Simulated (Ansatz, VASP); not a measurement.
# Tc in VASP and in Ansatz

```xyz
4
Lattice="2.7931 0.0000 0.0000 -1.3965 2.4189 0.0000 0.0000 0.0000 8.9417" Properties=species:S:1:pos:R:3 pbc="T T T"
Tc    1.3965    0.8063    6.7063
Tc    0.0000    0.0000    4.4708
Tc    0.0000    1.6126    2.2354
Tc    0.0000    0.0000    0.0000
```

Alike in both runs: task single point; functional PBEsol; k mesh 11 × 11 × 3; occupations fermi-dirac, width 0.05 eV; no spin polarisation.

|  | VASP | Ansatz |
| --- | --- | --- |
| version | VASP 6.6.1 | Ansatz 0.2.0 |
| potentials or method | VASP PAW PBE potentials, release 64 (Tc_pv) | Ansatz PAW earlier set |
| plane-wave cutoff (eV) | 520 | 500 |
| valence electrons in the cell | 52 | 60 |

|  | VASP | Ansatz | Ansatz less VASP |
| --- | --- | --- | --- |
| gap on the k mesh at the Fermi level (eV) | none | none | - |
| pressure (GPa) | -21.5 | -20.8 | +0.67 |
| traceless stress, the component that is largest in VASP (GPa) | 0.77 | 0.81 | +0.041 |

VASP's potentials were made for PBE, not for PBEsol. A gap of «none» marks a metal or a gap that the smearing closes. VASP's potentials hold 52 valence electrons a cell and Ansatz's 60, so a difference there can come from the potentials and not from the codes.
